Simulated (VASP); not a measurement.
BeCo, 2 atoms in the cell. Symmetry: Pm-3m, No. 221, cubic system. The conventional cell has a = 2.606 Å, b = 2.606 Å, c = 2.606 Å, α = 90.00°, β = 90.00°, γ = 90.00°. Within 3.0 Å of Be (site symmetry m-3m) lie 8 Co at 2.26 Å and 6 Be at 2.61 Å. Within 3.0 Å of Co (site symmetry m-3m) lie 8 Be at 2.26 Å and 6 Co at 2.61 Å. 

* Program: VASP 6.6.1
* Task: single point
* Functional: LDA
* Potentials or basis: VASP PAW LDA potentials, release 64 (Be, Co)
* Cutoff: 520 eV
* k mesh: 11 × 11 × 11
* Occupations: fermi-dirac, width 0.05 eV
* Spin: collinear spin, ferromagnetic start
* Starting moments: [0.0, 3.2] μB
* Dipole correction: no
* Further INCAR settings: ALGO = Normal; EDIFF = 1e-06; NBANDS = 16

Potentials or basis: VASP PAW LDA potentials, release 64 (Be, Co).

Launch:

```bash
$ cat potpaw_LDA.64/Be/POTCAR potpaw_LDA.64/Co/POTCAR > POTCAR
$ mpirun -np 1 vasp_std > vasp.out
```

Hardware: 1 thread of Intel(R) Xeon(R) 6975P-C (Granite Rapids), with other jobs on the host.

Task: Estimate the wall time of this run.

Result: Run time: 13 s on 1 thread of Intel(R) Xeon(R) 6975P-C (Granite Rapids) (shared host), peak memory 0.14 GiB. Counts: scf iterations 14, k points 56.
